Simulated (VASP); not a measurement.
Set up this calculation in VASP 6.6.1, as the native input.

```yaml
Task: relaxation of cell and atoms
Functional: PBE
Potentials_or_basis: VASP PAW PBE potentials, release 64 (B)
Cutoff: 600 eV
k_mesh: 21 × 21 × 11
Occupations: fermi-dirac, width 0.08 eV
Spin: no spin polarisation
Target_pressure: 5.9 GPa
Dipole_correction: no
Further_INCAR_settings: ALGO = Normal; EDIFF = 1e-06; IBRION = 2; EDIFFG = -0.005; NSW = 60; ISIF = 3
```

The structure of B lies in POSCAR:

```
B
1.0
    2.0179482573      0.0000000000      0.0000000000
   -1.0089741287      1.7475944544      0.0000000000
    0.0000000000      0.0000000000      3.2690761769
B
2
Direct
    0.3333333333      0.6666666667      0.2500000000
    0.6666666667      0.3333333333      0.7500000000
```

These files were run (other wordings do the same):

INCAR

```
PREC = Accurate ; ENCUT = 600
EDIFF = 1E-6 ; ISMEAR = -1
SIGMA = 0.08 ; LREAL = F
LASPH = T ; NELM = 100
ALGO = Normal ; ISIF = 3
LWAVE = F ; LCHARG = F
GGA = PE ; IBRION = 2
NSW = 60 ; EDIFFG = -0.005
PSTRESS = 59.0
```

KPOINTS

```
Automatic mesh
0
Gamma
  21 21 11
```

Potentials or basis: VASP PAW PBE potentials, release 64 (B).

Launch:

```bash
$ cat potpaw_PBE.64/B/POTCAR > POTCAR
$ mpirun -np 1 vasp_std > vasp.out
```

Results of the run:

| Item | Value |
| --- | --- |
| Relaxed volume | 7.35 Å³/atom |
| Relaxed cell | a = 1.701 Å, b = 1.701 Å, c = 5.860 Å, α = 90.00°, β = 90.00°, γ = 120.00° |
| Space group after relaxing (to 0.05 Å) | P6_3/mmc (No. 194) |
| Energy change on relaxing (the enthalpy is what falls) | -694.3 meV/atom |
| Ionic steps | 30 |
| Pressure after relaxing | 5.9 GPa |
| Band gap on the k mesh | zero (band 3 reaches 10.14 eV, above the bottom of band 4 at 0.08 eV) |

Caveat: the cell is relaxed towards a set pressure, so the enthalpy falls and the energy may rise; the volume moved by over 15 % at a fixed basis, so the end points are rough.

Run time: 2.3 min on 1 thread of AMD EPYC 9R45 96-Core Processor (Zen 5), on a shared host, peak memory 0.1 GiB.
